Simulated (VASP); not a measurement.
# InAs in VASP: a series of runs, part 2 of 2

VASP 6.6.1.

## (4) Single point, PBE (strain +0.040 along x and y, +0.040 along z)

Contents of INCAR:

```
SYSTEM = InAs
  PREC = Accurate
  ENCUT = 520
  EDIFF = 1E-6
  ISMEAR = 0
  SIGMA = 0.15
  LREAL = .FALSE.
  LASPH = .TRUE.
  NELM = 100
  ALGO = Normal
  ISIF = 2
  LWAVE = .FALSE.
  LCHARG = .FALSE.
  GGA = PE
  NBANDS = 16
```

Contents of KPOINTS:

```
Automatic mesh
0
G
  14 14 14
  0 0 0
```

Contents of POSCAR:

```
InAs
1.0
    0.0000000000      3.1449600000      3.1449600000
    3.1449600000      0.0000000000      3.1449600000
    3.1449600000      3.1449600000      0.0000000000
In As
1 1
Direct
    0.0000000000      0.0000000000      0.0000000000
    0.7500000000      0.7500000000      0.7500000000
```

Potentials or basis: VASP PAW PBE potentials, release 64 (In_d, As).

The run is started by

```
> cat potpaw_PBE.64/In_d/POTCAR potpaw_PBE.64/As/POTCAR > POTCAR
> mpirun -np 1 vasp_std > vasp.out
```

OUTCAR:

```text
SYSTEM = InAs
   PREC = Accurate
   ENCUT = 520
   EDIFF = 1E-6
   ISMEAR = 0
   LREAL = .FALSE.
   LASPH = .TRUE.
   NELM = 100
   ISIF = 2
   GGA = PE

 ion  position               nearest neighbor table
   1  0.000  0.000  0.000-   2 2.72   2 2.72   2 2.72   2 2.72
   2  0.750  0.750  0.750-   1 2.72   1 2.72   1 2.72   1 2.72

  LATTYP: Found a face centered cubic cell.
 ALAT       =     6.2899200000

  Lattice vectors:

 A1 = (   0.0000000000,   3.1449600000,   3.1449600000)
[... 642 lines left out ...]

------------------------ aborting loop because EDIFF is reached ----------------------------------------

  FORCE on cell =-STRESS in cart. coord.  units (eV):
  Direction    XX          YY          ZZ          XY          YZ          ZX
  --------------------------------------------------------------------------------------
  -------------------------------------------------------------------------------------
  Total       -0.8203514     -0.8203514     -0.8203514      0.0000000      0.0000000     -0.0000000
  in kB      -21.1268689    -21.1268689    -21.1268689      0.0000000      0.0000000     -0.0000000
  external PRESSURE =     -21.1268689 kB  Pullay stress =       0.0000000 kB

 VOLUME and BASIS-vectors are now :
 -----------------------------------------------------------------------------
  energy-cutoff  :      520.00
  volume of cell :       62.21
      direct lattice vectors                 reciprocal lattice vectors
     0.000000000  3.144960000  3.144960000    -0.158984534  0.158984534  0.158984534
     3.144960000  0.000000000  3.144960000     0.158984534 -0.158984534  0.158984534
     3.144960000  3.144960000  0.000000000     0.158984534  0.158984534 -0.158984534

 POSITION                                       TOTAL-FORCE (eV/Angst)
 -----------------------------------------------------------------------------------
      0.00000      0.00000      0.00000         0.000000      0.000000      0.000000
      4.71744      4.71744      4.71744        -0.000000     -0.000000     -0.000000
 -----------------------------------------------------------------------------------
    total drift:                                0.000000      0.000000      0.000000

  FREE ENERGIE OF THE ION-ELECTRON SYSTEM (eV)
  ---------------------------------------------------
  free  energy   TOTEN  =        -7.7000298094 eV

  energy  without entropy=       -7.6998381616  energy(sigma->0) =       -7.69993399
```

OSZICAR:

```text
N       E                     dE             d eps       ncg     rms          rms(c)
DAV:   1     0.110990660858E+03    0.11099E+03   -0.82033E+03  3336   0.116E+03
DAV:   2    -0.200424045456E+00   -0.11119E+03   -0.10688E+03  3616   0.289E+02
DAV:   3    -0.773992998449E+01   -0.75395E+01   -0.75053E+01  4464   0.741E+01
DAV:   4    -0.793189632884E+01   -0.19197E+00   -0.19193E+00  4008   0.135E+01
DAV:   5    -0.794147969953E+01   -0.95834E-02   -0.95832E-02  5168   0.250E+00    0.375E+00
DAV:   6    -0.771342239530E+01    0.22806E+00   -0.36910E-01  5160   0.904E+00    0.207E+00
DAV:   7    -0.769762567053E+01    0.15797E-01   -0.92876E-02  4376   0.236E+00    0.682E-01
DAV:   8    -0.769916698268E+01   -0.15413E-02   -0.10284E-02  4128   0.110E+00    0.138E-01
DAV:   9    -0.769983573721E+01   -0.66875E-03   -0.93696E-04  4248   0.280E-01    0.897E-02
DAV:  10    -0.769997788781E+01   -0.14215E-03   -0.14166E-04  4344   0.134E-01    0.461E-02
DAV:  11    -0.770002910289E+01   -0.51215E-04   -0.11106E-04  3936   0.911E-02    0.288E-02
DAV:  12    -0.770002980939E+01   -0.70649E-06   -0.42445E-06  3912   0.157E-02
   1 F= -.77000298E+01 E0= -.76999340E+01  d E =-.191648E-03
```

It took 2.4 min on 1 thread of Intel Xeon 8259CL, shared host; peak memory 0.27 GiB.

Results:

| Quantity | Value |
| --- | --- |
| Free energy | -7.7000 eV |
| Pressure | -2.1 GPa |
| Band gap on the k mesh | zero (filled and empty bands touch) |

Levels at points of the mesh, in eV from the Fermi level:
| k point | band 7 | band 8 | band 9 | band 10 | band 11 | band 12 |
| --- | --- | --- | --- | --- | --- | --- |
| (0.00, 0.00, 0.00) | -0.93 | -0.15 | -0.15 | -0.15 | 3.69 | 3.69 |
| (0.50, 0.00, 0.00) | -5.36 | -0.98 | -0.98 | 0.56 | 4.45 | 4.45 |
| (0.50, 0.50, 0.00) | -5.51 | -2.10 | -2.10 | 1.58 | 1.86 | 8.32 |

Caveat: the cell differs from its parent crystal (strain +0.040 along x and y, +0.040 along z); semilocal functionals underestimate gaps, and a narrow one can read as zero; spin-orbit coupling is left out, which moves the levels of the heavy elements.

## (5) Single point, PBE (strain +0.080 along x and y, +0.080 along z)

Contents of INCAR:

```
ALGO = Normal
EDIFF = 1E-6
ENCUT = 520
GGA = PE
ISIF = 2
ISMEAR = 0
LASPH = T
LCHARG = F
LREAL = F
LWAVE = F
NBANDS = 16
NELM = 80
PREC = Accurate
SIGMA = 0.15
```

Contents of KPOINTS:

```
k-points
0
Gamma
  14 14 14
```

Contents of POSCAR:

```
InAs
1.0
    0.0000000000      3.2659200000      3.2659200000
    3.2659200000      0.0000000000      3.2659200000
    3.2659200000      3.2659200000      0.0000000000
In As
1 1
Direct
    0.0000000000      0.0000000000      0.0000000000
    0.7500000000      0.7500000000      0.7500000000
```

Potentials or basis: VASP PAW PBE potentials, release 64 (In_d, As).

The run is started by

```
> cat potpaw_PBE.64/In_d/POTCAR potpaw_PBE.64/As/POTCAR > POTCAR
> mpirun -np 1 vasp_std > vasp.out
```

OUTCAR:

```text
EDIFF = 1E-6
   ENCUT = 520
   GGA = PE
   ISIF = 2
   ISMEAR = 0
   LASPH = T
   LREAL = F
   NELM = 80
   PREC = Accurate

 ion  position               nearest neighbor table
   1  0.000  0.000  0.000-   2 2.83   2 2.83   2 2.83   2 2.83
   2  0.750  0.750  0.750-   1 2.83   1 2.83   1 2.83   1 2.83

  LATTYP: Found a face centered cubic cell.
 ALAT       =     6.5318400000

  Lattice vectors:

 A1 = (   0.0000000000,   3.2659200000,   3.2659200000)
 A2 = (   3.2659200000,   0.0000000000,   3.2659200000)
 A3 = (   3.2659200000,   3.2659200000,   0.0000000000)

Analysis of symmetry for initial positions (statically):
=====================================================================
 Subroutine PRICEL returns:
 Original cell was already a primitive cell.

 Routine SETGRP: Setting up the symmetry group for a
 face centered cubic supercell.

 Subroutine GETGRP returns: Found 24 space group operations
 (whereof 24 operations were pure point group operations)
 out of a pool of 48 trial point group operations.

The static configuration has the point symmetry T_d .

Analysis of symmetry for dynamics (positions and initial velocities):
[... 161 lines left out ...]
 val. band max:        2.4571784928   @ k =   0.0000   0.0000   0.0000
 cond. band min:       2.7002333335   @ k =   0.0714   0.0000   0.0000
 fundamental gap:      0.2430548407
 Fermi energy:         2.5821201229

 k-point     1 :       0.0000    0.0000    0.0000
  band No.  band energies     occupation
      1     -11.6296      2.00000
      2     -11.6296      2.00000
      3     -11.6296      2.00000
      4     -11.5743      2.00000
      5     -11.5743      2.00000
      6      -8.1629      2.00000
[... 433 lines left out ...]
      3     -11.6167      2.00000
      4     -11.5777      2.00000
      5     -11.5707      2.00000
      6      -7.7093      2.00000
[... 8 lines left out ...]
     15      11.4559      0.00000
     16      11.6825      0.00000

 [... further k-points ...]

------------------------ aborting loop because EDIFF is reached ----------------------------------------

  FORCE on cell =-STRESS in cart. coord.  units (eV):
  Direction    XX          YY          ZZ          XY          YZ          ZX
  --------------------------------------------------------------------------------------
  -------------------------------------------------------------------------------------
  Total       -2.3100166     -2.3100166     -2.3100166      0.0000000     -0.0000000      0.0000000
  in kB      -53.1225690    -53.1225690    -53.1225690      0.0000000     -0.0000000      0.0000000
  external PRESSURE =     -53.1225690 kB  Pullay stress =       0.0000000 kB

 VOLUME and BASIS-vectors are now :
 -----------------------------------------------------------------------------
  energy-cutoff  :      520.00
  volume of cell :       69.67
      direct lattice vectors                 reciprocal lattice vectors
     0.000000000  3.265920000  3.265920000    -0.153096218  0.153096218  0.153096218
     3.265920000  0.000000000  3.265920000     0.153096218 -0.153096218  0.153096218
     3.265920000  3.265920000  0.000000000     0.153096218  0.153096218 -0.153096218

 POSITION                                       TOTAL-FORCE (eV/Angst)
 -----------------------------------------------------------------------------------
      0.00000      0.00000      0.00000        -0.000000     -0.000000     -0.000000
      4.89888      4.89888      4.89888         0.000000      0.000000      0.000000
 -----------------------------------------------------------------------------------
    total drift:                                0.000000      0.000000      0.000000

  FREE ENERGIE OF THE ION-ELECTRON SYSTEM (eV)
  ---------------------------------------------------
  free  energy   TOTEN  =        -7.5193258921 eV

  energy  without entropy=       -7.5188523407  energy(sigma->0) =       -7.51908912
```

stdout:

```text
POSCAR found type information on POSCAR InAs
 POSCAR found :  2 types and       2 ions
 scaLAPACK will be used
 LDA part: xc-table for (Slater+PW92), standard interpolation
 POSCAR, INCAR and KPOINTS ok, starting setup
 FFT: planning ... GRIDC
 FFT: planning ... GRID_SOFT
 FFT: planning ... GRID
 WAVECAR not read
 entering main loop
```

It took 2.2 min on 1 thread of Intel Xeon 8259CL, shared host; peak memory 0.28 GiB.

Results:

- Free energy: -7.5193 eV
- Pressure: -5.3 GPa
- Band gap on the k mesh: zero (filled and empty bands touch)

Caveat: the cell differs from its parent crystal (strain +0.080 along x and y, +0.080 along z); the cell stands under tension; semilocal functionals underestimate gaps, and a narrow one can read as zero; spin-orbit coupling is left out, which moves the levels of the heavy elements.

## (6) Single point, PBE (strain -0.040 along x and y, +0.000 along z)

Contents of INCAR:

```
SYSTEM = InAs
PREC = Accurate
ENCUT = 520
EDIFF = 1E-6
ISMEAR = 0
SIGMA = 0.15
LREAL = .FALSE.
LASPH = .TRUE.
NELM = 100
ALGO = Normal
ISIF = 2
LWAVE = .FALSE.
LCHARG = .FALSE.
GGA = PE
NBANDS = 16
```

Contents of KPOINTS:

```
regular mesh
0
G
  14 14 14
  0 0 0
```

Contents of POSCAR:

```
InAs
1.0
    0.0000000000      2.9030400000      3.0240000000
    2.9030400000      0.0000000000      3.0240000000
    2.9030400000      2.9030400000      0.0000000000
In As
1 1
Direct
    0.0000000000      0.0000000000      0.0000000000
    0.7500000000      0.7500000000      0.7500000000
```

Potentials or basis: VASP PAW PBE potentials, release 64 (In_d, As).

The run is started by

```
> cat potpaw_PBE.64/In_d/POTCAR potpaw_PBE.64/As/POTCAR > POTCAR
> mpirun -np 1 vasp_std > vasp.out
```

Run time: 3.5 min. Hardware: 1 thread of Intel Xeon 8259CL, shared host; peak memory 0.34 GiB.

The run converged. Its results:

```yaml
Free_energy: -7.4794 eV
Pressure: 10.4 GPa
Band_gap_on_the_k_mesh: 0.14 eV
```

Stress tensor (GPa, compression positive):
```
10.81  0.00  0.00
 0.00 10.81  0.00
 0.00  0.00  9.53
```

Levels at points of the mesh, in eV from the valence-band top:
| k point | band 7 | band 8 | band 9 | band 10 | band 11 | band 12 |
| --- | --- | --- | --- | --- | --- | --- |
| (0.00, 0.00, 0.00) | -0.23 | 0.00 | 0.00 | 0.14 | 3.84 | 3.84 |
| (0.50, 0.00, 0.00) | -6.28 | -1.34 | -1.04 | 1.04 | 4.53 | 4.79 |
| (0.50, 0.50, 0.00) | -6.45 | -2.52 | -2.52 | 1.48 | 2.24 | 9.38 |
| (0.50, 0.00, 0.50) | -6.19 | -2.77 | -2.75 | 1.26 | 1.86 | 9.50 |

Caveat: the cell differs from its parent crystal (strain -0.040 along x and y, +0.000 along z); the cell stands under pressure; semilocal functionals underestimate gaps, and a narrow one can read as zero; spin-orbit coupling is left out, which moves the levels of the heavy elements.

## (7) Overview

```csv
cell,gap on the mesh (eV),pressure (GPa)
"a = 3.934 Å, angles 60.0°, 2 atoms",1.02,32.8
"a = 4.106 Å, angles 60.0°, 2 atoms",0.43,14.6
"a = 4.448 Å, angles 60.0°, 2 atoms",none,-2.1
"a = 4.619 Å, angles 60.0°, 2 atoms",none,-5.3
"a = 4.192, b = 4.192, c = 4.106 Å, angles 60.7, 60.7, 58.6°, 2 atoms",0.14,10.4
```

Alike in all rows: task single point; level PBE; potentials or basis VASP PAW PBE potentials, release 64 (In_d, As); no spin polarisation; k mesh 14 × 14 × 14; cutoff (eV) 520; smearing gaussian 0.15 eV.

Caveats: spin-orbit coupling is left out, which moves the levels of the heavy elements; semilocal functionals underestimate gaps, and a narrow one can read as zero (at least some runs); the cell stands under pressure (at least some runs); the cell stands under tension (at least some runs).

Total energies depend on the potentials used, so only differences within one code and one set of settings carry meaning.

The gap in the log of VASP goes by the Fermi energy; the results here count the filled bands.